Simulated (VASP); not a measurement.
Runs of VASP 6.6.1 on KTaO3. The structure is that of space group Pm-3m (No. 221), or close to it. The cells are those of the table. 

| cell | gap on the mesh (eV) | pressure (GPa) |
| --- | --- | --- |
| a = 4.088 Å, 5 atoms | 2.40 | -12.3 |
| a = 3.988, b = 3.988, c = 4.188 Å, 5 atoms | 2.41 | -7.4 |
| a = 3.889 Å, 5 atoms | 2.78 | (b) |
| a = 3.988, b = 3.988, c = 3.789 Å, 5 atoms | 2.62 | (c) |
| a = 4.088, b = 4.088, c = 3.889 Å, 5 atoms | 2.43 | (a) |

Alike in all rows: task single point; level r2SCAN; potentials or basis VASP PAW PBE potentials, release 64 (K_sv, Ta_pv, O); no spin polarisation; k mesh 6 × 6 × 6; cutoff (eV) 520; smearing gaussian 0.05 eV.

Problem. Fill in the values left out.

Solution. (a) -2.7; (b) 20.6; (c) 14.8.

Caveats: the PAW data sets were made with another functional, which shifts forces and pressure a little; spin-orbit coupling is left out, which moves the levels of the heavy elements; the cell stands under tension (at least some runs); the cell stands under pressure (at least some runs).

A k mesh can miss the band edges, and the runs leave out spin-orbit coupling on Ta.
